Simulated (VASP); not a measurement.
# Sc (Cmce) in VASP: single point with PBEsol

Aim: the single point of Sc with PBEsol.

All numbers are computed with VASP 6.6.1; they aren't measurements. Logs are shortened: lines on timing, memory, paths and dates and some standing lists are left out, and cuts for length are marked.

## 1. The cell of the first run

Symmetry: Cmce, No. 64, orthorhombic system. Conventional cell: a = 4.990 Å, b = 8.457 Å, c = 4.996 Å, α = 90.00°, β = 90.00°, γ = 90.00°. Within 3.6 Å of Sc (site symmetry m) lie 7 Sc at 2.70 to 3.09 Å.

## 2. Single point, PBEsol

File INCAR:

```
SYSTEM = Sc
PREC = Accurate
ENCUT = 520
EDIFF = 1E-6
ISMEAR = 0
SIGMA = 0.1
LREAL = .FALSE.
LASPH = .TRUE.
NELM = 60
ALGO = Normal
ISIF = 2
LWAVE = .FALSE.
LCHARG = .TRUE.
GGA = PS
LELF = .TRUE.
LVHAR = .TRUE.
NBANDS = 30
```

File KPOINTS:

```
regular mesh
0
G
  4 4 4
  0 0 0
```

File POSCAR:

```
Sc
1.0
    2.4948238246     -4.2282637227      0.0000000000
    2.4948238246      4.2282637227      0.0000000000
    0.0000000000      0.0000000000      4.9962847311
Sc
4
Direct
    0.1525000000      0.8475000000      0.0785000000
    0.6525000000      0.3475000000      0.4215000000
    0.8475000000      0.1525000000      0.9215000000
    0.3475000000      0.6525000000      0.5785000000
```

Potentials or basis: VASP PAW PBE potentials, release 64 (Sc_sv).

On the command line:

```sh
> cat potpaw_PBE.64/Sc_sv/POTCAR > POTCAR
> mpirun -np 1 vasp_std > vasp.out
```

OUTCAR:

```text
SYSTEM = Sc
   PREC = Accurate
   ENCUT = 520
   EDIFF = 1E-6
   ISMEAR = 0
   LREAL = .FALSE.
   LASPH = .TRUE.
   NELM = 60
   ISIF = 2
   GGA = PS

 ion  position               nearest neighbor table
   1  0.153  0.847  0.078-   3 2.70   4 2.99   4 2.99   2 3.03   2 3.03   3 3.09   3 3.09
   2  0.653  0.347  0.422-   4 2.70   3 2.99   3 2.99   1 3.03   1 3.03   4 3.09   4 3.09
   3  0.847  0.153  0.922-   1 2.70   2 2.99   2 2.99   4 3.03   4 3.03   1 3.09   1 3.09
   4  0.347  0.653  0.578-   2 2.70   1 2.99   1 2.99   3 3.03   3 3.03   2 3.09   2 3.09

  LATTYP: Found a base centered orthorhombic cell.
 ALAT       =     4.9896476492
 B/A-ratio  =     1.6948145520
 C/A-ratio  =     1.0013301705

  Lattice vectors:

 A1 = (   2.4948238246,  -4.2282637227,   0.0000000000)
 A2 = (   2.4948238246,   4.2282637227,   0.0000000000)
 A3 = (   0.0000000000,   0.0000000000,   4.9962847311)

Analysis of symmetry for initial positions (statically):
=====================================================================
 Subroutine PRICEL returns:
 Original cell was already a primitive cell.

 Routine SETGRP: Setting up the symmetry group for a
 base centered orthorhombic supercell.

 Subroutine GETGRP returns: Found  8 space group operations
 (whereof  4 operations were pure point group operations)
 out of a pool of  8 trial point group operations.

The static configuration has the point symmetry C_2h.
 The point group associated with its full space group is D_2h.

Analysis of symmetry for dynamics (positions and initial velocities):
=====================================================================
 Subroutine PRICEL returns:
 Original cell was already a primitive cell.

 Routine SETGRP: Setting up the symmetry group for a
 base centered orthorhombic supercell.

 Subroutine GETGRP returns: Found  8 space group operations
 (whereof  4 operations were pure point group operations)
 out of a pool of  8 trial point group operations.

The dynamic configuration has the point symmetry C_2h.
 The point group associated with its full space group is D_2h.

 Subroutine INISYM returns: Found  8 space group operations
 (whereof  4 operations are pure point group operations),
 and found     1 'primitive' translations

----------------------------------------------------------------------------------------

                                     Primitive cell

  volume of cell :     105.4093

  direct lattice vectors                    reciprocal lattice vectors
     2.494823825 -4.228263723  0.000000000     0.200414953 -0.118251848  0.000000000
     2.494823825  4.228263723  0.000000000     0.200414953  0.118251848  0.000000000
     0.000000000  0.000000000  4.996284731     0.000000000  0.000000000  0.200148721

  length of vectors
     4.909415446  4.909415446  4.996284731     0.232700780  0.232700780  0.200148721

  position of ions in fractional coordinates (direct lattice)
     0.152500000  0.847500000  0.078500000
     0.652500000  0.347500000  0.421500000
     0.847500000  0.152500000  0.921500000
     0.347500000  0.652500000  0.578500000

  ion indices of the primitive-cell ions
   primitive index   ion index
                 1           1
                 2           2
                 3           3
                 4           4

----------------------------------------------------------------------------------------

 KPOINTS: regular mesh

Automatic generation of k-mesh.
 Grid dimensions read from file:
 generate k-points for:    4    4    4

 Generating k-lattice:

  Cartesian coordinates                     Fractional coordinates (reciprocal lattice)
     0.050103738 -0.029562962  0.000000000     0.250000000  0.000000000  0.000000000
     0.050103738  0.029562962  0.000000000     0.000000000  0.250000000  0.000000000
     0.000000000  0.000000000  0.050037180     0.000000000  0.000000000  0.250000000

  Length of vectors
     0.058175195  0.058175195  0.050037180

  Shift w.r.t. Gamma in fractional coordinates (k-lattice)
     0.000000000  0.000000000  0.000000000

 Subroutine IBZKPT returns following result:
 ===========================================

 Found     21 irreducible k-points:

 Following reciprocal coordinates:
            Coordinates               Weight
  0.000000  0.000000  0.000000      1.000000
  0.250000  0.000000  0.000000      4.000000
  0.500000  0.000000  0.000000      2.000000
  0.250000  0.250000  0.000000      2.000000
  0.500000  0.250000  0.000000      4.000000
 -0.250000  0.250000  0.000000      2.000000
[... 13 lines left out ...]
 -0.250000  0.250000  0.500000      2.000000
  0.500000  0.500000  0.500000      1.000000
   k-points           NKPTS =     21   k-points in BZ     NKDIM =     21   number of bands    NBANDS=     30
   number of dos      NEDOS =    301   number of ions     NIONS =      4
   total plane-waves  NPLWV =  64000
   dimension x,y,z NGX =    40 NGY =   40 NGZ =   40
   dimension x,y,z NGXF=    80 NGYF=   80 NGZF=   80
   ions per type =               4
   NGX,Y,Z   is equivalent  to a cutoff of  13.55, 13.55, 13.31 a.u.
   NGXF,Y,Z  is equivalent  to a cutoff of  27.09, 27.09, 26.62 a.u.
 SYSTEM =  Sc
   PREC   = accura    normal or accurate (medium, high low for compatibility)
   ISTART =      0    job   : 0-new  1-cont  2-samecut
   ICHARG =      2    charge: 1-file 2-atom 10-const
   ISPIN  =      1    spin polarized calculation?
   LNONCOLLINEAR =      F non collinear calculations
   LSORBIT =      F    spin-orbit coupling
   LASPH  =      T    aspherical Exc in radial PAW
   ENCUT  =  520.0 eV  38.22 Ry    6.18 a.u.   9.13  9.13  9.29*2*pi/ulx,y,z
   NELM   =     60;   NELMIN=  2; NELMDL= -5     # of ELM steps
   EDIFF  = 0.1E-05   stopping-criterion for ELM
   LREAL  =      F    real-space projection
[... 7 lines left out ...]
   TEBEG  =    0.0;   TEEND  =   0.0 temperature during run
   PSTRESS=    0.0 pullay stress
   NELECT =      44.0000    total number of electrons
   NUPDOWN=      -1.0000    fix difference up-down
   EMIN   =  10.00;   EMAX   =-10.00  energy-range for DOS
   EFERMI =   0.00;   METHOD = LEGACY
   ISMEAR =     0;   SIGMA  =   0.10  broadening in eV -4-tet -1-fermi 0-gaus
   EFERMI_NEDOS =   21; number of points for ismear=-14 and -15
   IALGO  =     38    algorithm
   IMIX   =      4    mixing-type and parameters
     AMIX     =   0.40;   BMIX     =  1.00
     AMIX_MAG =   1.60;   BMIX_MAG =  1.00
  volume/ion in A,a.u.               =      26.35       177.83
  Fermi-wavevector in a.u.,A,eV,Ry     =   1.223487  2.312055 20.366838  1.496920
  Thomas-Fermi vector in A             =   2.358596
   LORBIT       =      0    0 simple, 1 ext, 2 COOP (PROOUT), +10 PAW based schemes
   GGA     = PS    functional components
   LHFCALC =     F    Hartree Fock is set to
   AEXX    =    0.0000 exact exchange contribution
   IVDW    =     0    specifies the selected vdW correction
   LEPSILON=     F    determine dielectric tensor
   LRPA    =     F    only Hartree local field effects (RPA)
 non-spin polarized calculation
 Gauss-broadening in eV      SIGMA  =   0.10
  energy-cutoff  :      520.00
  volume of cell :      105.41
 maximum number of plane-waves:      2854
 NGX is ok and might be reduce to    40
   NGX = 19   NGY = 19   NGZ = 19

 number of electron      44.0000002 magnetization

 Free energy of the ion-electron system (eV)
  ---------------------------------------------------
  ext. energy  EPLUGINS =         0.00000000
  ---------------------------------------------------
  free energy    TOTEN  =       -22.78705142 eV

  energy without entropy =      -22.76350768  energy(sigma->0) =      -22.77527955

 E-fermi :   3.0754     XC(G=0):  -9.6110

 val. band max:        3.0695872116   @ k =  -0.2500   0.2500   0.0000
 cond. band min:       3.1336170347   @ k =  -0.2500   0.2500   0.2500
 fundamental gap:      0.0640298231
 Fermi energy:         3.0754347812

 k-point     1 :       0.0000    0.0000    0.0000
  band No.  band energies     occupation
      1     -46.2485      2.00000
      2     -46.1422      2.00000
      3     -46.0701      2.00000
      4     -46.0645      2.00000
      5     -25.3521      2.00000
      6     -25.2137      2.00000
[... 22 lines left out ...]
     29       4.6859      0.00000
     30       4.7640      0.00000

 k-point     2 :       0.2500    0.0000    0.0000
  band No.  band energies     occupation
      1     -46.2290      2.00000
      2     -46.1497      2.00000
      3     -46.0775      2.00000
      4     -46.0694      2.00000
      5     -25.3338      2.00000
      6     -25.2302      2.00000
[... 22 lines left out ...]
     29       4.7335      0.00000
     30       5.1193      0.00000

 k-point     3 :       0.5000    0.0000    0.0000
  band No.  band energies     occupation
      1     -46.1843      2.00000
      2     -46.1843      2.00000
      3     -46.0787      2.00000
      4     -46.0787      2.00000
      5     -25.2829      2.00000
      6     -25.2829      2.00000
[... 22 lines left out ...]
     29       4.9286      0.00000
     30       4.9286      0.00000

 k-point     4 :       0.2500    0.2500    0.0000
  band No.  band energies     occupation
      1     -46.2041      2.00000
      2     -46.1486      2.00000
      3     -46.1146      2.00000
      4     -46.0586      2.00000
      5     -25.3204      2.00000
      6     -25.2364      2.00000
[... 517 lines left out ...]
     29       4.9880      0.00000
     30       4.9882      0.00000

 k-point    20 :      -0.2500    0.2500    0.5000
  band No.  band energies     occupation
      1     -46.1861      2.00000
      2     -46.1861      2.00000
      3     -46.0768      2.00000
      4     -46.0768      2.00000
      5     -25.2943      2.00000
      6     -25.2943      2.00000
[... 22 lines left out ...]
     29       5.0859      0.00000
     30       5.0870      0.00000

 k-point    21 :       0.5000    0.5000    0.5000
  band No.  band energies     occupation
      1     -46.1669      2.00000
      2     -46.1669      2.00000
      3     -46.0962      2.00000
      4     -46.0962      2.00000
      5     -25.2813      2.00000
      6     -25.2813      2.00000
[... 22 lines left out ...]
     29       5.1060      0.00000
     30       5.1062      0.00000

------------------------ aborting loop because EDIFF is reached ----------------------------------------

  FORCE on cell =-STRESS in cart. coord.  units (eV):
  Direction    XX          YY          ZZ          XY          YZ          ZX
  --------------------------------------------------------------------------------------
  -------------------------------------------------------------------------------------
  Total       -0.2596739      4.5401542     -1.6689237      0.0000000      0.0000000      0.0000000
  in kB       -3.9469327     69.0084158    -25.3669316      0.0000000      0.0000000      0.0000000
  external PRESSURE =      13.2315172 kB  Pullay stress =       0.0000000 kB

 VOLUME and BASIS-vectors are now :
 -----------------------------------------------------------------------------
  energy-cutoff  :      520.00
  volume of cell :      105.41
      direct lattice vectors                 reciprocal lattice vectors
     2.494823825 -4.228263723  0.000000000     0.200414953 -0.118251848  0.000000000
     2.494823825  4.228263723  0.000000000     0.200414953  0.118251848  0.000000000
     0.000000000  0.000000000  4.996284731     0.000000000  0.000000000  0.200148721

 POSITION                                       TOTAL-FORCE (eV/Angst)
 -----------------------------------------------------------------------------------
      2.49482      2.93864      0.39221         0.000000     -0.118757     -0.201072
      2.49482     -1.28962      2.10593         0.000000     -0.118757      0.201072
      2.49482     -2.93864      4.60408         0.000000      0.118757      0.201072
      2.49482      1.28962      2.89035         0.000000      0.118757     -0.201072
 -----------------------------------------------------------------------------------
    total drift:                                0.000000      0.000000     -0.000000

  FREE ENERGIE OF THE ION-ELECTRON SYSTEM (eV)
  ---------------------------------------------------
  free  energy   TOTEN  =       -22.7870514204 eV

  energy  without entropy=      -22.7635076829  energy(sigma->0) =      -22.77527955
```

Wall time 61 s (1 thread of Intel Xeon Platinum 8375C at 2.90GHz (Ice Lake), shared host); peak memory 0.25 GiB.

Results:

| Item | Value |
| --- | --- |
| Free energy | -22.7871 eV |
| Pressure | 1.3 GPa |
| Largest force | 0.234 eV/Å |
| Band gap on the k mesh | zero (band 22 reaches 3.14 eV, above the bottom of band 23 at 2.84 eV) |

Forces on the atoms (eV/Å):
```
Sc   0.000 -0.119 -0.201
Sc   0.000 -0.119  0.201
Sc   0.000  0.119  0.201
Sc   0.000  0.119 -0.201
```

Stress tensor (GPa, compression positive):
```
-0.39  0.00  0.00
 0.00  6.90  0.00
 0.00  0.00 -2.54
```

Levels at points of the mesh, in eV from the Fermi level:
| k point | band 19 | band 20 | band 21 | band 22 | band 23 | band 24 | band 25 | band 26 |
| --- | --- | --- | --- | --- | --- | --- | --- | --- |
| (0.00, 0.00, 0.00) | -0.73 | -0.56 | -0.04 | -0.03 | 0.30 | 0.41 | 0.62 | 0.64 |
| (0.50, 0.00, 0.00) | -0.80 | -0.80 | -0.15 | -0.15 | 0.25 | 0.25 | 0.47 | 0.47 |
| (0.50, 0.50, 0.00) | -1.28 | -0.49 | -0.35 | -0.27 | -0.24 | 0.18 | 0.47 | 0.98 |
| (0.00, 0.00, 0.50) | -0.51 | -0.51 | -0.20 | -0.20 | 0.19 | 0.19 | 0.87 | 0.87 |
| (0.50, 0.00, 0.50) | -1.21 | -1.21 | -0.77 | -0.77 | 0.46 | 0.46 | 0.83 | 0.83 |
| (0.50, 0.50, 0.50) | -1.16 | -1.16 | -0.21 | -0.21 | -0.10 | -0.10 | 0.33 | 0.33 |

Caveat: the k points lie up to 0.37 Å⁻¹ apart; the PAW data sets were made with another functional, which shifts forces and pressure a little.
